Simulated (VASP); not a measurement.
# MgS (Niningerite) (Fm-3m) in VASP: notebook, part 2 of 2

VASP 6.6.1. Earlier steps stand in the parts before.

### 3 Single point, LDA

This run uses another cell than the first one, of 17.61 Å³/atom, 1.042 times its volume.

Input file INCAR:

```
SYSTEM = MgS
ALGO     = Normal         ! electronic algorithm
EDIFF    = 1E-7           ! SCF threshold, eV
ENCUT    = 520            ! plane-wave cutoff, eV
ISIF     = 2              ! what is computed and relaxed
ISMEAR   = -1             ! smearing method
LASPH    = .TRUE.         ! aspherical terms in the spheres
LCHARG   = .FALSE.        ! write CHGCAR
LREAL    = .FALSE.        ! projectors in reciprocal space
LWAVE    = .FALSE.        ! write WAVECAR
NBANDS   = 11             ! bands
NELM     = 80             ! most SCF steps
PREC     = Accurate       ! precision mode
SIGMA    = 0.05           ! smearing width, eV
```

Input file KPOINTS:

```
k-points
0
G
  9 9 9
  0 0 0
```

Input file POSCAR:

```
MgS
1.0
    0.0000000000      2.6016500000      2.6016500000
    2.6016500000      0.0000000000      2.6016500000
    2.6016500000      2.6016500000      0.0000000000
S Mg
1 1
Direct
    0.5000000000      0.5000000000      0.5000000000
    0.0000000000      0.0000000000      0.0000000000
```

Potentials or basis: VASP PAW LDA potentials, release 64 (S, Mg).

Launch:

```sh
cat potpaw_LDA.64/S/POTCAR potpaw_LDA.64/Mg/POTCAR > POTCAR
mpirun -np 1 vasp_std > vasp.out
```

OUTCAR:

```text
SYSTEM = MgS
   EDIFF = 1E-7
   ENCUT = 520
   ISIF = 2
   ISMEAR = -1
   LASPH = .TRUE.
   LREAL = .FALSE.
   NELM = 80
   PREC = Accurate

 ion  position               nearest neighbor table
   1  0.500  0.500  0.500-   2 2.60   2 2.60   2 2.60   2 2.60   2 2.60   2 2.60
   2  0.000  0.000  0.000-   1 2.60   1 2.60   1 2.60   1 2.60   1 2.60   1 2.60

  LATTYP: Found a face centered cubic cell.
 ALAT       =     5.2033000000

  Lattice vectors:

 A1 = (   0.0000000000,   2.6016500000,   2.6016500000)
 A2 = (   2.6016500000,   0.0000000000,   2.6016500000)
 A3 = (   2.6016500000,   2.6016500000,   0.0000000000)

Analysis of symmetry for initial positions (statically):
[... 33 lines left out ...]
                                     Primitive cell

  volume of cell :      35.2190

  direct lattice vectors                    reciprocal lattice vectors
     0.000000000  2.601650000  2.601650000    -0.192185728  0.192185728  0.192185728
     2.601650000  0.000000000  2.601650000     0.192185728 -0.192185728  0.192185728
     2.601650000  2.601650000  0.000000000     0.192185728  0.192185728 -0.192185728

  length of vectors
     3.679288715  3.679288715  3.679288715     0.332875446  0.332875446  0.332875446

  position of ions in fractional coordinates (direct lattice)
[... 8 lines left out ...]
----------------------------------------------------------------------------------------

 KPOINTS: k-points
[... 124 lines left out ...]
      1      -9.0599      2.00000
      2       3.5804      2.00000
      3       3.5804      2.00000
      4       3.5804      2.00000
      5       7.0725      0.00000
      6      11.4181      0.00000
      7      11.4181      0.00000
      8      11.4181      0.00000
      9      13.8462      0.00000
     10      13.8462      0.00000
     11      15.9344      0.00000
[... 309 lines left out ...]
 k-point    24 :       0.4444    0.4444    0.0000
  band No.  band energies     occupation
      1      -7.4154      2.00000
      2      -0.5758      2.00000
      3       1.9111      2.00000
      4       1.9111      2.00000
      5       6.2695      0.00000
      6       7.8949      0.00000
      7      15.0176      0.00000
      8      16.2190      0.00000
      9      16.3386      0.00000
     10      16.3386      0.00000
     11      19.8107      0.00000

 [... further k-points ...]
[... 5 lines left out ...]
  --------------------------------------------------------------------------------------
  -------------------------------------------------------------------------------------
  Total       -0.8469741     -0.8469741     -0.8469741     -0.0000000      0.0000000     -0.0000000
  in kB      -38.5304529    -38.5304529    -38.5304529     -0.0000000      0.0000000     -0.0000000
  external PRESSURE =     -38.5304529 kB  Pullay stress =       0.0000000 kB

 VOLUME and BASIS-vectors are now :
 -----------------------------------------------------------------------------
  energy-cutoff  :      520.00
  volume of cell :       35.22
      direct lattice vectors                 reciprocal lattice vectors
     0.000000000  2.601650000  2.601650000    -0.192185728  0.192185728  0.192185728
     2.601650000  0.000000000  2.601650000     0.192185728 -0.192185728  0.192185728
     2.601650000  2.601650000  0.000000000     0.192185728  0.192185728 -0.192185728

 POSITION                                       TOTAL-FORCE (eV/Angst)
 -----------------------------------------------------------------------------------
      2.60165      2.60165      2.60165         0.000000      0.000000      0.000000
      0.00000      0.00000      0.00000        -0.000000     -0.000000     -0.000000
 -----------------------------------------------------------------------------------
    total drift:                                0.000000      0.000000      0.000000

  FREE ENERGIE OF THE ION-ELECTRON SYSTEM (eV)
  ---------------------------------------------------
  free  energy   TOTEN  =        -9.5715128089 eV

  energy  without entropy=       -9.5715128088  energy(sigma->0) =       -9.57151281
```

stdout:

```text
POSCAR found type information on POSCAR S Mg
 POSCAR found :  2 types and       2 ions
 scaLAPACK will be used
 LDA part: xc-table for (Slater(with rela. corr.)+CA(PZ))
 , standard interpolation
 POSCAR, INCAR and KPOINTS ok, starting setup
 FFT: planning ... GRIDC
 FFT: planning ... GRID_SOFT
 FFT: planning ... GRID
 WAVECAR not read
 entering main loop
```

It took 12 s on 1 thread of Intel Xeon Platinum 8259CL at 2.50GHz (Skylake/Cascade Lake), shared host; peak memory 0.14 GiB.

Results:

| Property | Result |
| --- | --- |
| Free energy | -9.5715 eV |
| Pressure | -3.9 GPa |
| Band gap on the k mesh | 2.69 eV, indirect (least direct gap 3.49 eV) |

A k mesh can miss the band edges. A hybrid or GW would open this gap; LDA tends to underestimate it.

### 4 Single point, LDA

This run uses another cell than the first one, of 17.26 Å³/atom, 1.021 times its volume.

Input file INCAR:

```
PREC = Accurate
ENCUT = 520
EDIFF = 1E-6
ISMEAR = -1
SIGMA = 0.05
LREAL = False
LASPH = True
NELM = 100
ALGO = Normal
ISIF = 2
LWAVE = False
LCHARG = True
LELF = True
LVHAR = True
NBANDS = 11
```

Input file KPOINTS:

```
Automatic mesh
0
Gamma
  9 9 9
```

Input file POSCAR:

```
MgS
1.0
    0.0000000000      2.5841887356      2.5841887356
    2.5841887356      0.0000000000      2.5841887356
    2.5841887356      2.5841887356      0.0000000000
S Mg
1 1
Direct
    0.5000000000      0.5000000000      0.5000000000
    0.0000000000      0.0000000000      0.0000000000
```

Launch:

```sh
cat potpaw_LDA.64/S/POTCAR potpaw_LDA.64/Mg/POTCAR > POTCAR
mpirun -np 1 vasp_std > vasp.out
```

Run time: 12 s. Hardware: 1 thread of Intel Xeon Platinum 8259CL at 2.50GHz (Skylake/Cascade Lake), shared host; peak memory 0.14 GiB.

Results (log left out):

- Free energy: -9.5851 eV
- Pressure: -2.4 GPa
- Band gap on the k mesh: 2.73 eV, indirect (least direct gap 3.65 eV)

Levels at points of the mesh, in eV from the valence-band top:
```
           k point  band 2  band 3  band 4  band 5  band 6  band 7
(0.00, 0.00, 0.00)    0.00    0.00    0.00    3.65    7.82    7.82
```

A k mesh can miss the band edges. LDA gaps usually lie below the measured ones, often by a third to a half.

### 5 Single point, LDA

This run uses another cell than the first one, of 17.61 Å³/atom, 1.042 times its volume.

Input file INCAR:

```
PREC = Accurate ; ENCUT = 520
EDIFF = 1E-6 ; ISMEAR = -1
SIGMA = 0.05 ; LREAL = F
LASPH = T ; NELM = 60
ALGO = Normal ; ISIF = 2
LWAVE = F ; LCHARG = F
GGA = CA ; NBANDS = 11
```

KPOINTS is that of step 4.

Input file POSCAR:

```
MgS
1.0
    0.0000000000      2.6016500000      2.6016500000
    2.6016500000      0.0000000000      2.6016500000
    2.6016500000      2.6016500000      0.0000000000
S Mg
1 1
Direct
    0.5000000000      0.5000000000      0.5000000000
    0.0000000000      0.0000000000      0.0000000000
```

Launch:

```sh
cat potpaw_LDA.64/S/POTCAR potpaw_LDA.64/Mg/POTCAR > POTCAR
mpirun -np 1 vasp_std > vasp.out
```

Wall time 11 s (1 thread of Intel Xeon Platinum 8259CL at 2.50GHz (Skylake/Cascade Lake), shared host); peak memory 0.14 GiB.

It converged, with:

```yaml
Free_energy: -9.5715 eV
Pressure: -3.9 GPa
Band_gap_on_the_k_mesh: 2.69 eV, indirect (least direct gap 3.49 eV)
```

Levels at points of the mesh, in eV from the valence-band top:
```tsv
k point	band 1	band 2	band 3	band 4	band 5	band 6	band 7	band 8
(0.00, 0.00, 0.00)	-12.64	0.00	0.00	0.00	3.49	7.84	7.84	7.84
```

A k mesh can miss the band edges. Expect the measured gap to be larger: semilocal functionals such as LDA lack the derivative discontinuity.

### 6 The runs side by side

| level | potentials or basis | cell | gap on the mesh (eV) | pressure (GPa) |
| --- | --- | --- | --- | --- |
| PBE | VASP PAW PBE potentials, release 64 (S, Mg) | a = 3.630 Å, angles 60.0°, 2 atoms | 3.00 | 4.3 |
| LDA | VASP PAW LDA potentials, release 64 (S, Mg) | a = 3.679 Å, angles 60.0°, 2 atoms | 2.69 | -3.9 |
| LDA | VASP PAW LDA potentials, release 64 (S, Mg) | a = 3.655 Å, angles 60.0°, 2 atoms | 2.73 | -2.4 |

Alike in all rows: task single point; no spin polarisation; k mesh 9 × 9 × 9; cutoff (eV) 520; smearing fermi-dirac 0.05 eV.

Total energies depend on the potentials used, so only differences within one code and one set of settings carry meaning.
